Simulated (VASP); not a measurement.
Input of a VASP 6.6.1 run:

File INCAR:

```
PREC = Accurate
ENCUT = 520
EDIFF = 1E-6
ISMEAR = 0
SIGMA = 0.1
LREAL = False
LASPH = True
NELM = 100
ALGO = Fast
ISIF = 2
LWAVE = False
LCHARG = False
GGA = PE
NBANDS = 26
```

KPOINTS

```
regular mesh
0
Gamma
  18 18 4
```

File POSCAR:

```
Al2Cu
1.0
    2.7951691068      0.0000000000      0.0000000000
   -1.3975845534      2.4206874544      0.0000000000
    0.0000000000      0.0000000000     13.0496440699
Al Cu
4 2
Direct
    0.3333333333      0.6666666667      0.0000000000
    0.6666666667      0.3333333333      0.8147635269
    0.6666666667      0.3333333333      0.1852364731
    0.6666666667      0.3333333333      0.5000000000
    0.3333333333      0.6666666667      0.6554556434
    0.3333333333      0.6666666667      0.3445443566
```

Potentials or basis: VASP PAW PBE potentials, release 64 (Al, Cu).

Run with:

```sh
$ cat potpaw_PBE.64/Al/POTCAR potpaw_PBE.64/Cu/POTCAR > POTCAR
$ mpirun -np 1 vasp_std > vasp.out
```

**Question.** Predict the pressure.

**Answer.** 0.3 GPa.

**Question.** Estimate the largest force.

**Answer.** 0.014 eV/Å.

**Question.** Estimate the band gap on the k mesh.

**Answer.** Zero (bands 17 and 18 overlap by 2.61 eV).

Forces in eV/Å, atoms in the order of the input:
```
Al   0.000  0.000  0.000
Al   0.000  0.000  0.014
Al   0.000  0.000 -0.014
Al   0.000  0.000  0.000
Cu   0.000  0.000  0.011
Cu   0.000  0.000 -0.011
```
